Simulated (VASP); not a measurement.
# Mo (Im-3m) in VASP: a series of runs, part 2 of 2

VASP 6.6.1. The steps go on from the part before.

## Step 4: Single point, PBE

This run uses another cell than the first one, of the same volume but with other edges.

INCAR reads:

```
PREC     = Accurate       # precision mode
ENCUT    = 520            # plane-wave cutoff, eV
EDIFF    = 1E-6           # SCF threshold, eV
ISMEAR   = 0              # smearing method
SIGMA    = 0.1            # smearing width, eV
LREAL    = F              # projectors in reciprocal space
LASPH    = T              # aspherical terms in the spheres
NELM     = 60             # most SCF steps
ALGO     = Fast           # electronic algorithm
ISIF     = 2              # what is computed and relaxed
LWAVE    = F              # write WAVECAR
LCHARG   = F              # write CHGCAR
GGA      = PE             # functional
ISYM     = 0            
NBANDS   = 13             # bands
```

KPOINTS reads:

```
Automatic mesh
0
Gamma
  11 11 21
```

POSCAR reads:

```
Mo
1.0
    3.1604388711      0.0000000000      0.0000000000
    0.0000000000      3.1604388711      0.0000000000
    1.5802194356     -1.5802194356      1.5802194356
Mo
1
Direct
    0.0000000000      0.0000000000      0.0000000000
```

Potentials or basis: VASP PAW PBE potentials, release 64 (Mo_sv).

Run with:

```
$ cat potpaw_PBE.64/Mo_sv/POTCAR > POTCAR
$ mpirun -np 1 vasp_std > vasp.out
```

OUTCAR:

```text
PREC = Accurate
   ENCUT = 520
   EDIFF = 1E-6
   ISMEAR = 0
   LREAL = F
   LASPH = T
   NELM = 60
   ISIF = 2
   GGA = PE
   ISYM = 0

 ion  position               nearest neighbor table
   1  0.000  0.000  0.000-

IMPORTANT INFORMATION: All symmetrisations will be switched off!
NOSYMM: (Re-)initialisation of all symmetry stuff for point group C_1.

----------------------------------------------------------------------------------------

                                     Primitive cell

  volume of cell :      15.7838

  direct lattice vectors                    reciprocal lattice vectors
     3.160438871  0.000000000  0.000000000     0.316411752  0.000000000 -0.316411752
     0.000000000  3.160438871  0.000000000     0.000000000  0.316411752  0.316411752
     1.580219436 -1.580219436  1.580219436     0.000000000  0.000000000  0.632823504

  length of vectors
     3.160438871  3.160438871  2.737020350     0.447473791  0.447473791  0.632823504

  position of ions in fractional coordinates (direct lattice)
     0.000000000  0.000000000  0.000000000

  ion indices of the primitive-cell ions
   primitive index   ion index
                 1           1

----------------------------------------------------------------------------------------

 KPOINTS: Automatic mesh

Automatic generation of k-mesh.
 Grid dimensions read from file:
 generate k-points for:   11   11   21

 Generating k-lattice:

  Cartesian coordinates                     Fractional coordinates (reciprocal lattice)
     0.028764705  0.000000000 -0.028764705     0.090909091  0.000000000  0.000000000
     0.000000000  0.028764705  0.028764705     0.000000000  0.090909091  0.000000000
     0.000000000  0.000000000  0.030134453     0.000000000  0.000000000  0.047619048

  Length of vectors
     0.040679436  0.040679436  0.030134453

  Shift w.r.t. Gamma in fractional coordinates (k-lattice)
     0.000000000  0.000000000  0.000000000

 -----------------------------------------------------------------------------
|                                                                             |
|           W    W    AA    RRRRR   N    N  II  N    N   GGGG   !!!           |
|           W    W   A  A   R    R  NN   N  II  NN   N  G    G  !!!           |
|           W    W  A    A  R    R  N N  N  II  N N  N  G       !!!           |
|           W WW W  AAAAAA  RRRRR   N  N N  II  N  N N  G  GGG   !            |
|           WW  WW  A    A  R   R   N   NN  II  N   NN  G    G                |
|           W    W  A    A  R    R  N    N  II  N    N   GGGG   !!!           |
|                                                                             |
|     Your reciprocal lattice and k-lattice belong to different lattice       |
|     classes:                                                                |
|                                                                             |
|        The reciprocal lattice is face-centered cubic,                       |
|        whereas your k-lattice is base-centered monoclinic.                  |
|                                                                             |
|     Results are often still useful ...                                      |
|                                                                             |
 -----------------------------------------------------------------------------

 WARNING: IBZKPT: internal override: KBLOWUP is changed to .FALSE.
      ... skipping the blow-up phase ...

 Subroutine IBZKPT returns following result:
 ===========================================

 Found   1271 irreducible k-points:

 Following reciprocal coordinates:
            Coordinates               Weight
  0.000000  0.000000  0.000000      1.000000
  0.090909  0.000000  0.000000      2.000000
[... 34 lines left out ...]
   ICHARG =      2    charge: 1-file 2-atom 10-const
   ISPIN  =      1    spin polarized calculation?
   LNONCOLLINEAR =      F non collinear calculations
   LSORBIT =      F    spin-orbit coupling
   LASPH  =      T    aspherical Exc in radial PAW
   ENCUT  =  520.0 eV  38.22 Ry    6.18 a.u.   5.88  5.88  5.09*2*pi/ulx,y,z
   NELM   =     60;   NELMIN=  2; NELMDL= -5     # of ELM steps
   EDIFF  = 0.1E-05   stopping-criterion for ELM
   LREAL  =      F    real-space projection
   EDIFFG = 0.1E-04   stopping-criterion for IOM
   NSW    =      0    number of steps for IOM
   IBRION =     -1    ionic relax: 0-MD 1-quasi-New 2-CG
   NFREE  =      0    steps in history (QN), initial steepest desc. (CG)
   ISIF   =      2    stress and relaxation
   ISYM   =      0    0-nonsym 1-usesym 2-fastsym
   POTIM  = 0.5000    time-step for ionic-motion
   TEBEG  =    0.0;   TEEND  =   0.0 temperature during run
   PSTRESS=    0.0 pullay stress
   NELECT =      14.0000    total number of electrons
   NUPDOWN=      -1.0000    fix difference up-down
   EMIN   =  10.00;   EMAX   =-10.00  energy-range for DOS
   EFERMI =   0.00;   METHOD = LEGACY
   ISMEAR =     0;   SIGMA  =   0.10  broadening in eV -4-tet -1-fermi 0-gaus
   EFERMI_NEDOS =   21; number of points for ismear=-14 and -15
   IALGO  =     68    algorithm
   IMIX   =      4    mixing-type and parameters
     AMIX     =   0.40;   BMIX     =  1.00
     AMIX_MAG =   1.60;   BMIX_MAG =  1.00
  volume/ion in A,a.u.               =      15.78       106.51
  Fermi-wavevector in a.u.,A,eV,Ry     =   1.572945  2.972434 33.662922  2.474155
  Thomas-Fermi vector in A             =   2.674303
   LORBIT       =      0    0 simple, 1 ext, 2 COOP (PROOUT), +10 PAW based schemes
   GGA     = PE    functional components
   LHFCALC =     F    Hartree Fock is set to
   AEXX    =    0.0000 exact exchange contribution
   IVDW    =     0    specifies the selected vdW correction
   LEPSILON=     F    determine dielectric tensor
   LRPA    =     F    only Hartree local field effects (RPA)
 non-spin polarized calculation
 RMM-DIIS sequential band-by-band and
 Gauss-broadening in eV      SIGMA  =   0.10
  energy-cutoff  :      520.00
  volume of cell :       15.78
 maximum number of plane-waves:       438
   NGX = 11   NGY = 11   NGZ = 11

 number of electron      14.0000000 magnetization

 Free energy of the ion-electron system (eV)
  ---------------------------------------------------
  ext. energy  EPLUGINS =         0.00000000
  ---------------------------------------------------
  free energy    TOTEN  =       -10.93729349 eV

  energy without entropy =      -10.93465270  energy(sigma->0) =      -10.93597309

 E-fermi :  12.4470     XC(G=0): -13.3367

 val. band max:       12.4434049303   @ k =  -0.4545   0.1818   0.4286
 cond. band min:      12.4497973196   @ k =  -0.1818  -0.4545   0.3810
 fundamental gap:      0.0063923892
 Fermi energy:        12.4469938880

 k-point     1 :       0.0000    0.0000    0.0000
  band No.  band energies     occupation
      1     -48.8470      2.00000
      2     -22.1375      2.00000
      3     -22.1339      2.00000
      4     -22.1332      2.00000
      5       5.2344      2.00000
      6      11.0876      2.00000
      7      11.0905      2.00000
      8      11.0913      2.00000
      9      14.0794      0.00000
     10      14.0802      0.00000
     11      27.2550      0.00000
     12      27.2552      0.00000
     13      27.2570      0.00000
[... 354 lines left out ...]
  band No.  band energies     occupation
      1     -48.5797      2.00000
      2     -23.3416      2.00000
      3     -22.7118      2.00000
      4     -22.2642      2.00000
      5       8.0568      2.00000
      6       9.3637      2.00000
      7      11.5922      2.00000
      8      13.9228      0.00000
      9      15.1001      0.00000
     10      19.1295      0.00000
     11      23.4661      0.00000
     12      25.4666      0.00000
     13      28.6761      0.00000

 [... further k-points ...]

------------------------ aborting loop because EDIFF is reached ----------------------------------------

  FORCE on cell =-STRESS in cart. coord.  units (eV):
  Direction    XX          YY          ZZ          XY          YZ          ZX
  --------------------------------------------------------------------------------------
  -------------------------------------------------------------------------------------
  Total        0.0690062      0.0690077      0.0864350      0.0165098      0.0267355     -0.0267353
  in kB        7.0046538      7.0048019      8.7738077      1.6758681      2.7138594     -2.7138321
  external PRESSURE =       7.5944211 kB  Pullay stress =       0.0000000 kB

 VOLUME and BASIS-vectors are now :
 -----------------------------------------------------------------------------
  energy-cutoff  :      520.00
  volume of cell :       15.78
      direct lattice vectors                 reciprocal lattice vectors
     3.160438871  0.000000000  0.000000000     0.316411752  0.000000000 -0.316411752
     0.000000000  3.160438871  0.000000000     0.000000000  0.316411752  0.316411752
     1.580219436 -1.580219436  1.580219436     0.000000000  0.000000000  0.632823504

 POSITION                                       TOTAL-FORCE (eV/Angst)
 -----------------------------------------------------------------------------------
      0.00000      0.00000      0.00000        -0.000000     -0.000000     -0.000000
 -----------------------------------------------------------------------------------
    total drift:                               -0.000000     -0.000000     -0.000000

  FREE ENERGIE OF THE ION-ELECTRON SYSTEM (eV)
  ---------------------------------------------------
  free  energy   TOTEN  =       -10.9372934892 eV

  energy  without entropy=      -10.9346526996  energy(sigma->0) =      -10.93597309
```

Run time: 1.9 min. Hardware: 1 thread of AMD EPYC 9R45 (Zen 5), shared host; peak memory 0.31 GiB.

What came out:

```
Free energy            : -10.9373 eV
Pressure               : 0.8 GPa
Band gap on the k mesh : zero (bands 7 and 8 overlap by 5.12 eV)
```

## Step 5: The runs side by side

| cell | k mesh | smearing | gap on the mesh (eV) | pressure (GPa) |
| --- | --- | --- | --- | --- |
| a = 2.737 Å, angles 109.5°, 1 atom | 30 × 30 × 30 | gaussian 0.15 eV | none | 0.6 |
| a = 2.737 Å, angles 109.5°, 1 atom | 26 × 26 × 26 | gaussian 0.15 eV | none | 0.6 |
| a = 3.160, b = 3.160, c = 2.737 Å, angles 125.3, 54.7, 90.0°, 1 atom | 11 × 11 × 21 | gaussian 0.1 eV | none | 0.8 |

Alike in all rows: task single point; level PBE; potentials or basis VASP PAW PBE potentials, release 64 (Mo_sv); no spin polarisation; cutoff (eV) 520.

Total energies depend on the potentials used, so only differences within one code and one set of settings carry meaning.
